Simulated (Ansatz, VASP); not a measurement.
**SiO2 in VASP and in Ansatz**

The input INCAR:

```
SYSTEM = SiO2
  ALGO = Normal
  EDIFF = 1E-8
  ENCUT = 520
  GGA = PE
  ISIF = 2
  ISMEAR = -1
  LASPH = .TRUE.
  LCHARG = .FALSE.
  LEFG = .TRUE.
  LREAL = .FALSE.
  LWAVE = .FALSE.
  NBANDS = 44
  NELM = 80
  PREC = Accurate
  SIGMA = 0.02
```

The input KPOINTS:

```
k-points
0
G
  5 5 4
  0 0 0
```

The input POSCAR:

```
SiO2
1.0
    4.9717000000      0.0000000000      0.0000000000
    0.0000000000      4.9717000000      0.0000000000
    0.0000000000      0.0000000000      6.9223000000
Si O
4 8
Direct
    0.3002800000      0.3002800000      0.0000000000
    0.1997200000      0.8002800000      0.2500000000
    0.6997200000      0.6997200000      0.5000000000
    0.8002800000      0.1997200000      0.7500000000
    0.2392000000      0.1044000000      0.1787000000
    0.3956000000      0.7392000000      0.4287000000
    0.7608000000      0.8956000000      0.6787000000
    0.6044000000      0.2608000000      0.9287000000
    0.7392000000      0.3956000000      0.5713000000
    0.8956000000      0.7608000000      0.3213000000
    0.2608000000      0.6044000000      0.0713000000
    0.1044000000      0.2392000000      0.8213000000
```

Input for Ansatz:

```yaml
crystal:
  lattice:
    - [4.9717, 0.0, 0.0]
    - [0.0, 4.9717, 0.0]
    - [0.0, 0.0, 6.9223]
  atoms:
    - { symbol: Si, position: [0.30028, 0.30028, 0.0] }
    - { symbol: Si, position: [0.19972, 0.80028, 0.25] }
    - { symbol: Si, position: [0.69972, 0.69972, 0.5] }
    - { symbol: Si, position: [0.80028, 0.19972, 0.75] }
    - { symbol: O, position: [0.2392, 0.1044, 0.1787] }
    - { symbol: O, position: [0.3956, 0.7392, 0.4287] }
    - { symbol: O, position: [0.7608, 0.8956, 0.6787] }
    - { symbol: O, position: [0.6044, 0.2608, 0.9287] }
    - { symbol: O, position: [0.7392, 0.3956, 0.5713] }
    - { symbol: O, position: [0.8956, 0.7608, 0.3213] }
    - { symbol: O, position: [0.2608, 0.6044, 0.0713] }
    - { symbol: O, position: [0.1044, 0.2392, 0.8213] }
kpoints:
  mp_grid: { grid: [5, 5, 4] }
scf:
  occupations: { method: fermi_dirac, width: 0.02 }
hamiltonian:
  xc: pbe
  pseudopotentials: { kind: paw, frozen_core: stored }
output:
  forces: true
  stress: true
  populations: true
  efg: { quadrupole_moments_barn: { O: -0.02558 } }
  write_density: true
  write_potential: true
  elf: true
  volumetric_format: npy
```

Alike in both runs: task electric field gradients; functional PBE; k mesh 5 × 5 × 4; occupations fermi-dirac, width 0.02 eV; no spin polarisation.

|  | VASP | Ansatz |
| --- | --- | --- |
| version | VASP 6.6.1 | Ansatz 0.2.0 |
| potentials or method | VASP PAW PBE potentials, release 64 (Si, O) | plane-wave PAW, scalar-relativistic |
| plane-wave cutoff (eV) | 520 | 420 |
| valence electrons in the cell | 64 | 64 |

```csv
,VASP,Ansatz,Ansatz less VASP
gap on the k mesh at the Fermi level (eV),5.80,5.80,-0.002
pressure (GPa),7.8,7.6,-0.15
"traceless stress, the component that is largest in VASP (GPa)",0.15,0.18,+0.031
rms of the force components (eV/Å),0.218,0.220,+0.0021
size of Vzz on the site where it differs most (V/Å²),86.3,93.9,+7.54
```

Atom by atom the forces differ by 0.009 eV/Å (rms over components). The functional is the same, so the differences come from potentials, cutoffs and numerics.
